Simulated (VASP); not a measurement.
# CaO (Fm-3m) in VASP: settings compared

Aim: see how the results for CaO move with the level of theory and the settings. Levels: PBE, BLYP, RPBE+D3(BJ), revPBE+D4, RPBE+D4. Tasks: single point, relaxation of cell and atoms.

All numbers are computed with VASP 6.6.1; they aren't measurements. Logs are shortened: lines on timing, memory, paths and dates and some standing lists are left out, and cuts for length are marked.

## Step 1: The cell of the first run

The structure is cubic, space group Fm-3m (No. 225). Conventional cell: a = 4.807 Å, b = 4.807 Å, c = 4.807 Å, α = 90.00°, β = 90.00°, γ = 90.00°. Ca (site symmetry m-3m) has 6 O at 2.40 Å within 3.2 Å. Within 3.2 Å of O (site symmetry m-3m) lie 6 Ca at 2.40 Å.

## Step 2: Single point, PBE

Contents of INCAR:

```
  PREC = Accurate
  ENCUT = 520
  EDIFF = 1E-7
  ISMEAR = 0
  SIGMA = 0.05
  LREAL = F
  LASPH = T
  NELM = 80
  ALGO = Normal
  ISIF = 2
  LWAVE = F
  LCHARG = F
  GGA = PE
  NBANDS = 15
```

Contents of KPOINTS:

```
regular mesh
0
Gamma
  10 10 10
```

Contents of POSCAR:

```
CaO
1.0
    0.0000000000      2.4035556960      2.4035556960
    2.4035556960      0.0000000000      2.4035556960
    2.4035556960      2.4035556960      0.0000000000
Ca O
1 1
Direct
    0.0000000000      0.0000000000      0.0000000000
    0.5000000000      0.5000000000      0.5000000000
```

Potentials or basis: VASP PAW PBE potentials, release 64 (Ca_sv, O).

The run is started by

```
$ cat potpaw_PBE.64/Ca_sv/POTCAR potpaw_PBE.64/O/POTCAR > POTCAR
$ mpirun -np 1 vasp_std > vasp.out
```

OUTCAR:

```text
PREC = Accurate
   ENCUT = 520
   EDIFF = 1E-7
   ISMEAR = 0
   LREAL = F
   LASPH = T
   NELM = 80
   ISIF = 2
   GGA = PE

 ion  position               nearest neighbor table
   1  0.000  0.000  0.000-   2 2.40   2 2.40   2 2.40   2 2.40   2 2.40   2 2.40
   2  0.500  0.500  0.500-   1 2.40   1 2.40   1 2.40   1 2.40   1 2.40   1 2.40

  LATTYP: Found a face centered cubic cell.
 ALAT       =     4.8071113920

  Lattice vectors:

 A1 = (   0.0000000000,   2.4035556960,   2.4035556960)
 A2 = (   2.4035556960,   0.0000000000,   2.4035556960)
 A3 = (   2.4035556960,   2.4035556960,   0.0000000000)

Analysis of symmetry for initial positions (statically):
=====================================================================
 Subroutine PRICEL returns:
 Original cell was already a primitive cell.

 Routine SETGRP: Setting up the symmetry group for a
 face centered cubic supercell.

 Subroutine GETGRP returns: Found 48 space group operations
 (whereof 48 operations were pure point group operations)
 out of a pool of 48 trial point group operations.

The static configuration has the point symmetry O_h .

Analysis of symmetry for dynamics (positions and initial velocities):
=====================================================================
 Subroutine PRICEL returns:
 Original cell was already a primitive cell.

 Routine SETGRP: Setting up the symmetry group for a
 face centered cubic supercell.

 Subroutine GETGRP returns: Found 48 space group operations
 (whereof 48 operations were pure point group operations)
 out of a pool of 48 trial point group operations.

The dynamic configuration has the point symmetry O_h .

 Subroutine INISYM returns: Found 48 space group operations
 (whereof 48 operations are pure point group operations),
 and found     1 'primitive' translations

----------------------------------------------------------------------------------------

                                     Primitive cell

  volume of cell :      27.7711

  direct lattice vectors                    reciprocal lattice vectors
     0.000000000  2.403555696  2.403555696    -0.208025136  0.208025136  0.208025136
     2.403555696  0.000000000  2.403555696     0.208025136 -0.208025136  0.208025136
     2.403555696  2.403555696  0.000000000     0.208025136  0.208025136 -0.208025136

  length of vectors
     3.399141063  3.399141063  3.399141063     0.360310104  0.360310104  0.360310104

  position of ions in fractional coordinates (direct lattice)
     0.000000000  0.000000000  0.000000000
     0.500000000  0.500000000  0.500000000

  ion indices of the primitive-cell ions
   primitive index   ion index
                 1           1
                 2           2

----------------------------------------------------------------------------------------

 KPOINTS: regular mesh

Automatic generation of k-mesh.
 Grid dimensions read from file:
 generate k-points for:   10   10   10

 Generating k-lattice:

  Cartesian coordinates                     Fractional coordinates (reciprocal lattice)
    -0.020802514  0.020802514  0.020802514     0.100000000  0.000000000  0.000000000
     0.020802514 -0.020802514  0.020802514     0.000000000  0.100000000  0.000000000
     0.020802514  0.020802514 -0.020802514     0.000000000  0.000000000  0.100000000

  Length of vectors
     0.036031010  0.036031010  0.036031010

  Shift w.r.t. Gamma in fractional coordinates (k-lattice)
     0.000000000  0.000000000  0.000000000

 Subroutine IBZKPT returns following result:
 ===========================================

 Found     47 irreducible k-points:

 Following reciprocal coordinates:
            Coordinates               Weight
  0.000000  0.000000  0.000000      1.000000
  0.100000  0.000000  0.000000      8.000000
  0.200000  0.000000  0.000000      8.000000
  0.300000  0.000000  0.000000      8.000000
  0.400000  0.000000  0.000000      8.000000
  0.500000  0.000000  0.000000      4.000000
[... 16 lines left out ...]
  0.300000  0.300000  0.000000      6.000000
  0.400000  0.300000  0.000000     24.000000
 [... further k-points ...]
   k-points           NKPTS =     47   k-points in BZ     NKDIM =     47   number of bands    NBANDS=     15
   number of dos      NEDOS =    301   number of ions     NIONS =      2
   total plane-waves  NPLWV =  21952
   dimension x,y,z NGX =    28 NGY =   28 NGZ =   28
   dimension x,y,z NGXF=    56 NGYF=   56 NGZF=   56
   ions per type =               1   1
   NGX,Y,Z   is equivalent  to a cutoff of  13.69, 13.69, 13.69 a.u.
   NGXF,Y,Z  is equivalent  to a cutoff of  27.39, 27.39, 27.39 a.u.
 SYSTEM =  unknown system
   PREC   = accura    normal or accurate (medium, high low for compatibility)
   ISTART =      0    job   : 0-new  1-cont  2-samecut
   ICHARG =      2    charge: 1-file 2-atom 10-const
   ISPIN  =      1    spin polarized calculation?
   LNONCOLLINEAR =      F non collinear calculations
   LSORBIT =      F    spin-orbit coupling
   LASPH  =      T    aspherical Exc in radial PAW
   ENCUT  =  520.0 eV  38.22 Ry    6.18 a.u.   6.32  6.32  6.32*2*pi/ulx,y,z
   NELM   =     80;   NELMIN=  2; NELMDL= -5     # of ELM steps
   EDIFF  = 0.1E-06   stopping-criterion for ELM
   LREAL  =      F    real-space projection
   EDIFFG = 0.1E-05   stopping-criterion for IOM
   NSW    =      0    number of steps for IOM
   IBRION =     -1    ionic relax: 0-MD 1-quasi-New 2-CG
   NFREE  =      0    steps in history (QN), initial steepest desc. (CG)
   ISIF   =      2    stress and relaxation
   ISYM   =      2    0-nonsym 1-usesym 2-fastsym
   POTIM  = 0.5000    time-step for ionic-motion
   TEBEG  =    0.0;   TEEND  =   0.0 temperature during run
   PSTRESS=    0.0 pullay stress
   NELECT =      16.0000    total number of electrons
   NUPDOWN=      -1.0000    fix difference up-down
   EMIN   =  10.00;   EMAX   =-10.00  energy-range for DOS
   EFERMI =   0.00;   METHOD = LEGACY
   ISMEAR =     0;   SIGMA  =   0.05  broadening in eV -4-tet -1-fermi 0-gaus
   EFERMI_NEDOS =   21; number of points for ismear=-14 and -15
   IALGO  =     38    algorithm
   IMIX   =      4    mixing-type and parameters
     AMIX     =   0.40;   BMIX     =  1.00
     AMIX_MAG =   1.60;   BMIX_MAG =  1.00
  volume/ion in A,a.u.               =      13.89        93.70
  Fermi-wavevector in a.u.,A,eV,Ry     =   1.362231  2.574243 25.247954  1.855672
  Thomas-Fermi vector in A             =   2.488738
   LORBIT       =      0    0 simple, 1 ext, 2 COOP (PROOUT), +10 PAW based schemes
   GGA     = PE    functional components
   LHFCALC =     F    Hartree Fock is set to
   AEXX    =    0.0000 exact exchange contribution
   IVDW    =     0    specifies the selected vdW correction
   LEPSILON=     F    determine dielectric tensor
   LRPA    =     F    only Hartree local field effects (RPA)
 non-spin polarized calculation
 Gauss-broadening in eV      SIGMA  =   0.05
  energy-cutoff  :      520.00
  volume of cell :       27.77
 maximum number of plane-waves:       763
 NGX is ok and might be reduce to    28
   NGX = 13   NGY = 13   NGZ = 13

 number of electron      15.9999997 magnetization

 Free energy of the ion-electron system (eV)
  ---------------------------------------------------
  ext. energy  EPLUGINS =         0.00000000
  ---------------------------------------------------
  free energy    TOTEN  =       -12.80137717 eV

  energy without entropy =      -12.80137717  energy(sigma->0) =      -12.80137717

 E-fermi :   2.6163     XC(G=0): -10.4734

 val. band max:        2.3469328852   @ k =   0.0000   0.0000   0.0000
 cond. band min:       5.9829681159   @ k =   0.5000   0.5000   0.0000
 fundamental gap:      3.6360352307
 Fermi energy:         2.6163147767

 k-point     1 :       0.0000    0.0000    0.0000
  band No.  band energies     occupation
      1     -35.2911      2.00000
      2     -16.0553      2.00000
      3     -16.0553      2.00000
      4     -16.0553      2.00000
      5     -13.1844      2.00000
      6       2.3469      2.00000
      7       2.3469      2.00000
      8       2.3469      2.00000
      9       7.0567      0.00000
     10       8.5718      0.00000
     11       8.5718      0.00000
     12       8.5718      0.00000
     13      10.0747      0.00000
     14      10.0747      0.00000
     15      17.4165      0.00000

 k-point     2 :       0.1000    0.0000    0.0000
  band No.  band energies     occupation
      1     -35.2814      2.00000
      2     -16.1961      2.00000
      3     -16.0606      2.00000
      4     -16.0606      2.00000
      5     -13.0369      2.00000
      6       1.9863      2.00000
      7       2.2078      2.00000
      8       2.2078      2.00000
      9       7.5143      0.00000
     10       8.5387      0.00000
     11       8.7427      0.00000
     12       8.7427      0.00000
     13      10.3147      0.00000
     14      10.3147      0.00000
     15      17.8134      0.00000

 k-point     3 :       0.2000    0.0000    0.0000
  band No.  band energies     occupation
      1     -35.2559      2.00000
      2     -16.5153      2.00000
      3     -16.0741      2.00000
      4     -16.0741      2.00000
      5     -12.6990      2.00000
      6       1.2161      2.00000
      7       1.8742      2.00000
      8       1.8742      2.00000
      9       8.4467      0.00000
     10       8.6760      0.00000
     11       9.2147      0.00000
     12       9.2147      0.00000
     13      10.9369      0.00000
     14      10.9369      0.00000
     15      18.3852      0.00000
[... 343 lines left out ...]
 k-point    23 :       0.3000    0.3000    0.0000
  band No.  band energies     occupation
      1     -35.2034      2.00000
      2     -16.6373      2.00000
      3     -16.2044      2.00000
      4     -16.2044      2.00000
      5     -12.6631      2.00000
      6       0.6086      2.00000
      7       2.0055      2.00000
      8       2.0055      2.00000
      9       6.6865      0.00000
     10       9.4128      0.00000
     11      10.8007      0.00000
     12      10.9155      0.00000
     13      10.9155      0.00000
     14      12.7548      0.00000
     15      19.5578      0.00000

 k-point    24 :       0.4000    0.3000    0.0000
  band No.  band energies     occupation
      1     -35.1835      2.00000
      2     -16.6988      2.00000
      3     -16.2543      2.00000
      4     -16.2272      2.00000
      5     -12.6657      2.00000
      6       0.6707      2.00000
      7       1.7934      2.00000
      8       1.8934      2.00000
      9       6.6523      0.00000
     10       9.9894      0.00000
     11      11.1212      0.00000
     12      11.2060      0.00000
     13      11.3436      0.00000
     14      13.1497      0.00000
     15      17.9186      0.00000

 [... further k-points ...]
[... 5 lines left out ...]
  --------------------------------------------------------------------------------------
  -------------------------------------------------------------------------------------
  Total        0.3816349      0.3816349      0.3816349      0.0000000      0.0000000      0.0000000
  in kB       22.0174022     22.0174022     22.0174022      0.0000000      0.0000000      0.0000000
  external PRESSURE =      22.0174022 kB  Pullay stress =       0.0000000 kB

 VOLUME and BASIS-vectors are now :
 -----------------------------------------------------------------------------
  energy-cutoff  :      520.00
  volume of cell :       27.77
      direct lattice vectors                 reciprocal lattice vectors
     0.000000000  2.403555696  2.403555696    -0.208025136  0.208025136  0.208025136
     2.403555696  0.000000000  2.403555696     0.208025136 -0.208025136  0.208025136
     2.403555696  2.403555696  0.000000000     0.208025136  0.208025136 -0.208025136

 POSITION                                       TOTAL-FORCE (eV/Angst)
 -----------------------------------------------------------------------------------
      0.00000      0.00000      0.00000         0.000000     -0.000000     -0.000000
      2.40356      2.40356      2.40356        -0.000000      0.000000      0.000000
 -----------------------------------------------------------------------------------
    total drift:                                0.000000      0.000000      0.000000

  FREE ENERGIE OF THE ION-ELECTRON SYSTEM (eV)
  ---------------------------------------------------
  free  energy   TOTEN  =       -12.8013771703 eV

  energy  without entropy=      -12.8013771703  energy(sigma->0) =      -12.80137717
```

Wall time 42 s (1 thread of Intel Xeon 8259CL, shared host); peak memory 0.17 GiB.

What came out:

```
Free energy            : -12.8014 eV
Pressure               : 2.2 GPa
Band gap on the k mesh : 3.64 eV (least direct gap 4.01 eV)
```

Levels at points of the mesh, in eV from the valence-band top:
| k point | band 6 | band 7 | band 8 | band 9 | band 10 | band 11 |
| --- | --- | --- | --- | --- | --- | --- |
| (0.00, 0.00, 0.00) | 0.00 | 0.00 | 0.00 | 4.71 | 6.22 | 6.22 |
| (0.50, 0.00, 0.00) | -2.64 | -1.20 | -1.20 | 7.05 | 8.35 | 8.35 |
| (0.50, 0.50, 0.00) | -1.30 | -0.37 | -0.37 | 3.64 | 8.04 | 8.89 |

A k mesh can miss the band edges.

(Part 1 of 3 ends here.)
